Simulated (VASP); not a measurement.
# TePb (Fm-3m) in VASP: settings compared, part 2 of 2

VASP 6.6.1. Earlier steps stand in the parts before.

### 4 Single point, RPBE

This run uses another cell than the first one, of 36.85 Å³/atom, 1.366 times its volume.

Contents of INCAR:

```
SYSTEM = TePb
ALGO     = Normal         ! electronic algorithm
EDIFF    = 1E-7           ! SCF threshold, eV
ENCUT    = 520            ! plane-wave cutoff, eV
GGA      = RP             ! functional
ISIF     = 2              ! what is computed and relaxed
ISMEAR   = -1             ! smearing method
LASPH    = .True.         ! aspherical terms in the spheres
LCHARG   = .False.        ! write CHGCAR
LREAL    = .False.        ! projectors in reciprocal space
LWAVE    = .False.        ! write WAVECAR
NBANDS   = 17             ! bands
NELM     = 80             ! most SCF steps
PREC     = Accurate       ! precision mode
SIGMA    = 0.05           ! smearing width, eV
```

Contents of KPOINTS:

```
k-points
0
Gamma
  7 7 7
  0 0 0
```

Contents of POSCAR:

```
TePb
1.0
    0.0000000000      3.3276426454      3.3276426454
    3.3276426454      0.0000000000      3.3276426454
    3.3276426454      3.3276426454      0.0000000000
Pb Te
1 1
Direct
    0.0000000000      0.0000000000      0.0000000000
    0.5000000000      0.5000000000      0.5000000000
```

Potentials or basis: VASP PAW PBE potentials, release 64 (Pb_d, Te).

Run with:

```console
> cat potpaw_PBE.64/Pb_d/POTCAR potpaw_PBE.64/Te/POTCAR > POTCAR
> mpirun -np 1 vasp_std > vasp.out
```

OUTCAR:

```text
SYSTEM = TePb
   EDIFF = 1E-7
   ENCUT = 520
   GGA = RP
   ISIF = 2
   ISMEAR = -1
   LASPH = .True.
   LREAL = .False.
   NELM = 80
   PREC = Accurate

 ion  position               nearest neighbor table
   1  0.000  0.000  0.000-   2 3.33   2 3.33   2 3.33   2 3.33   2 3.33   2 3.33
   2  0.500  0.500  0.500-   1 3.33   1 3.33   1 3.33   1 3.33   1 3.33   1 3.33

  LATTYP: Found a face centered cubic cell.
 ALAT       =     6.6552852908

  Lattice vectors:

 A1 = (   0.0000000000,   3.3276426454,   3.3276426454)
 A2 = (   3.3276426454,   0.0000000000,   3.3276426454)
 A3 = (   3.3276426454,   3.3276426454,   0.0000000000)

Analysis of symmetry for initial positions (statically):
=====================================================================
 Subroutine PRICEL returns:
 Original cell was already a primitive cell.

 Routine SETGRP: Setting up the symmetry group for a
 face centered cubic supercell.

 Subroutine GETGRP returns: Found 48 space group operations
[... 9 lines left out ...]

 Routine SETGRP: Setting up the symmetry group for a
 face centered cubic supercell.

 Subroutine GETGRP returns: Found 48 space group operations
[... 11 lines left out ...]
                                     Primitive cell

  volume of cell :      73.6953

  direct lattice vectors                    reciprocal lattice vectors
     0.000000000  3.327642645  3.327642645    -0.150256519  0.150256519  0.150256519
     3.327642645  0.000000000  3.327642645     0.150256519 -0.150256519  0.150256519
     3.327642645  3.327642645  0.000000000     0.150256519  0.150256519 -0.150256519

  length of vectors
     4.705997360  4.705997360  4.705997360     0.260251925  0.260251925  0.260251925

  position of ions in fractional coordinates (direct lattice)
     0.000000000  0.000000000  0.000000000
     0.500000000  0.500000000  0.500000000

  ion indices of the primitive-cell ions
   primitive index   ion index
                 1           1
                 2           2

----------------------------------------------------------------------------------------

 KPOINTS: k-points

Automatic generation of k-mesh.
 Grid dimensions read from file:
 generate k-points for:    7    7    7

 Generating k-lattice:

  Cartesian coordinates                     Fractional coordinates (reciprocal lattice)
    -0.021465217  0.021465217  0.021465217     0.142857143  0.000000000  0.000000000
     0.021465217 -0.021465217  0.021465217     0.000000000  0.142857143  0.000000000
     0.021465217  0.021465217 -0.021465217     0.000000000  0.000000000  0.142857143

  Length of vectors
     0.037178846  0.037178846  0.037178846

  Shift w.r.t. Gamma in fractional coordinates (k-lattice)
     0.000000000  0.000000000  0.000000000

 Subroutine IBZKPT returns following result:
 ===========================================

 Found     20 irreducible k-points:

 Following reciprocal coordinates:
            Coordinates               Weight
  0.000000  0.000000  0.000000      1.000000
  0.142857  0.000000  0.000000      8.000000
  0.285714  0.000000  0.000000      8.000000
  0.428571  0.000000  0.000000      8.000000
  0.142857  0.142857  0.000000      6.000000
  0.285714  0.142857  0.000000     24.000000
[... 12 lines left out ...]
 -0.428571  0.428571  0.142857     24.000000
 -0.285714  0.428571  0.142857     24.000000
   k-points           NKPTS =     20   k-points in BZ     NKDIM =     20   number of bands    NBANDS=     17
   number of dos      NEDOS =    301   number of ions     NIONS =      2
   total plane-waves  NPLWV =  46656
   dimension x,y,z NGX =    36 NGY =   36 NGZ =   36
   dimension x,y,z NGXF=    72 NGYF=   72 NGZF=   72
   ions per type =               1   1
   NGX,Y,Z   is equivalent  to a cutoff of  12.72, 12.72, 12.72 a.u.
   NGXF,Y,Z  is equivalent  to a cutoff of  25.44, 25.44, 25.44 a.u.
 SYSTEM =  TePb
   PREC   = accura    normal or accurate (medium, high low for compatibility)
   ISTART =      0    job   : 0-new  1-cont  2-samecut
   ICHARG =      2    charge: 1-file 2-atom 10-const
   ISPIN  =      1    spin polarized calculation?
   LNONCOLLINEAR =      F non collinear calculations
   LSORBIT =      F    spin-orbit coupling
   LASPH  =      T    aspherical Exc in radial PAW
   ENCUT  =  520.0 eV  38.22 Ry    6.18 a.u.   8.75  8.75  8.75*2*pi/ulx,y,z
   NELM   =     80;   NELMIN=  2; NELMDL= -5     # of ELM steps
   EDIFF  = 0.1E-06   stopping-criterion for ELM
   LREAL  =      F    real-space projection
   EDIFFG = 0.1E-05   stopping-criterion for IOM
   NSW    =      0    number of steps for IOM
   IBRION =     -1    ionic relax: 0-MD 1-quasi-New 2-CG
   NFREE  =      0    steps in history (QN), initial steepest desc. (CG)
   ISIF   =      2    stress and relaxation
   ISYM   =      2    0-nonsym 1-usesym 2-fastsym
   POTIM  = 0.5000    time-step for ionic-motion
   TEBEG  =    0.0;   TEEND  =   0.0 temperature during run
   PSTRESS=    0.0 pullay stress
   NELECT =      20.0000    total number of electrons
   NUPDOWN=      -1.0000    fix difference up-down
   EMIN   =  10.00;   EMAX   =-10.00  energy-range for DOS
   EFERMI =   0.00;   METHOD = LEGACY
   ISMEAR =    -1;   SIGMA  =   0.05  broadening in eV -4-tet -1-fermi 0-gaus
   EFERMI_NEDOS =   21; number of points for ismear=-14 and -15
   IALGO  =     38    algorithm
   IMIX   =      4    mixing-type and parameters
     AMIX     =   0.40;   BMIX     =  1.00
     AMIX_MAG =   1.60;   BMIX_MAG =  1.00
  volume/ion in A,a.u.               =      36.85       248.66
  Fermi-wavevector in a.u.,A,eV,Ry     =   1.059916  2.002951 15.285086  1.123422
  Thomas-Fermi vector in A             =   2.195279
   LORBIT       =      0    0 simple, 1 ext, 2 COOP (PROOUT), +10 PAW based schemes
   GGA     = RP    functional components
   LHFCALC =     F    Hartree Fock is set to
   AEXX    =    0.0000 exact exchange contribution
   IVDW    =     0    specifies the selected vdW correction
   LEPSILON=     F    determine dielectric tensor
   LRPA    =     F    only Hartree local field effects (RPA)
 non-spin polarized calculation
  energy-cutoff  :      520.00
  volume of cell :       73.70
 maximum number of plane-waves:      2006
   NGX = 17   NGY = 17   NGZ = 17

 number of electron      19.9999998 magnetization

 Free energy of the ion-electron system (eV)
  ---------------------------------------------------
  ext. energy  EPLUGINS =         0.00000000
  ---------------------------------------------------
  free energy    TOTEN  =        -6.84289136 eV

  energy without entropy =       -6.84289076  energy(sigma->0) =       -6.84289106

 E-fermi :   5.1842     XC(G=0):  -8.7642

 val. band max:        4.5748700617   @ k =   0.4286   0.0000   0.0000
 cond. band min:       5.7618672813   @ k =   0.4286   0.0000   0.0000
 fundamental gap:      1.1869972196
 Fermi energy:         5.1841750375

 k-point     1 :       0.0000    0.0000    0.0000
  band No.  band energies     occupation
      1     -12.0261      2.00000
      2     -12.0261      2.00000
      3     -12.0261      2.00000
      4     -12.0257      2.00000
      5     -12.0257      2.00000
      6      -6.6499      2.00000
[... 9 lines left out ...]
     16      10.6762      0.00000
     17      12.0205      0.00000

 k-point     2 :       0.1429    0.0000    0.0000
  band No.  band energies     occupation
      1     -12.0276      2.00000
      2     -12.0276      2.00000
      3     -12.0256      2.00000
      4     -12.0237      2.00000
      5     -12.0237      2.00000
      6      -6.4971      2.00000
[... 9 lines left out ...]
     16      11.0259      0.00000
     17      13.1528      0.00000

 k-point     3 :       0.2857    0.0000    0.0000
  band No.  band energies     occupation
      1     -12.0318      2.00000
      2     -12.0318      2.00000
      3     -12.0247      2.00000
      4     -12.0184      2.00000
      5     -12.0184      2.00000
      6      -6.0703      2.00000
[... 312 lines left out ...]
 k-point    19 :      -0.4286    0.4286    0.1429
  band No.  band energies     occupation
      1     -12.0544      2.00000
      2     -12.0278      2.00000
      3     -12.0231      2.00000
      4     -12.0135      2.00000
      5     -12.0097      2.00000
      6      -5.2657      2.00000
[... 9 lines left out ...]
     16      14.6092      0.00000
     17      15.5387      0.00000

 k-point    20 :      -0.2857    0.4286    0.1429
  band No.  band energies     occupation
      1     -12.0507      2.00000
      2     -12.0265      2.00000
      3     -12.0226      2.00000
      4     -12.0182      2.00000
      5     -12.0097      2.00000
      6      -5.1631      2.00000
[... 9 lines left out ...]
     16      14.9536      0.00000
     17      15.1822      0.00000

------------------------ aborting loop because EDIFF is reached ----------------------------------------

  FORCE on cell =-STRESS in cart. coord.  units (eV):
  Direction    XX          YY          ZZ          XY          YZ          ZX
  --------------------------------------------------------------------------------------
  -------------------------------------------------------------------------------------
  Total       -0.0249633     -0.0249633     -0.0249633      0.0000000      0.0000000     -0.0000000
  in kB       -0.5427163     -0.5427163     -0.5427163      0.0000000      0.0000000     -0.0000000
  external PRESSURE =      -0.5427163 kB  Pullay stress =       0.0000000 kB

 VOLUME and BASIS-vectors are now :
 -----------------------------------------------------------------------------
  energy-cutoff  :      520.00
  volume of cell :       73.70
      direct lattice vectors                 reciprocal lattice vectors
     0.000000000  3.327642645  3.327642645    -0.150256519  0.150256519  0.150256519
     3.327642645  0.000000000  3.327642645     0.150256519 -0.150256519  0.150256519
     3.327642645  3.327642645  0.000000000     0.150256519  0.150256519 -0.150256519

 POSITION                                       TOTAL-FORCE (eV/Angst)
 -----------------------------------------------------------------------------------
      0.00000      0.00000      0.00000         0.000000     -0.000000      0.000000
      3.32764      3.32764      3.32764        -0.000000      0.000000     -0.000000
 -----------------------------------------------------------------------------------
    total drift:                               -0.000000      0.000000      0.000000

  FREE ENERGIE OF THE ION-ELECTRON SYSTEM (eV)
  ---------------------------------------------------
  free  energy   TOTEN  =        -6.8428913593 eV

  energy  without entropy=       -6.8428907597  energy(sigma->0) =       -6.84289106
```

It took 29 s on 1 thread of Intel Xeon 6975P-C, shared host; peak memory 0.21 GiB.

Results:

```
Free energy : -6.8429 eV
Pressure    : -0.1 GPa
```

Levels at points of the mesh, in eV from the Fermi level:
```csv
k point,band 8,band 9,band 10,band 11,band 12,band 13
"(0.00, 0.00, 0.00)",-1.56,-1.56,-1.56,3.48,3.48,3.48
```

Caveat: this odd mesh misses L, where the gap lies, so gap, dielectric constants and Born charges aren't listed; the PAW data sets were made with another functional, which shifts forces and pressure a little; spin-orbit coupling is left out, which moves the levels of the heavy elements.

### 5 Overview

| level | cell | pressure (GPa) |
| --- | --- | --- |
| RPBE+D3(BJ) | a = 4.241 Å, angles 60.0°, 2 atoms | -0.1 |
| RPBE+D4 | a = 4.569 Å, angles 60.0°, 2 atoms | -0.1 |
| RPBE | a = 4.706 Å, angles 60.0°, 2 atoms | -0.1 |

Alike in all rows: task single point; potentials or basis VASP PAW PBE potentials, release 64 (Pb_d, Te); no spin polarisation; k mesh 7 × 7 × 7; cutoff (eV) 520; smearing fermi-dirac 0.05 eV.

Caveats: the PAW data sets were made with another functional, which shifts forces and pressure a little; spin-orbit coupling is left out, which moves the levels of the heavy elements.

Total energies depend on the potentials used, so only differences within one code and one set of settings carry meaning.
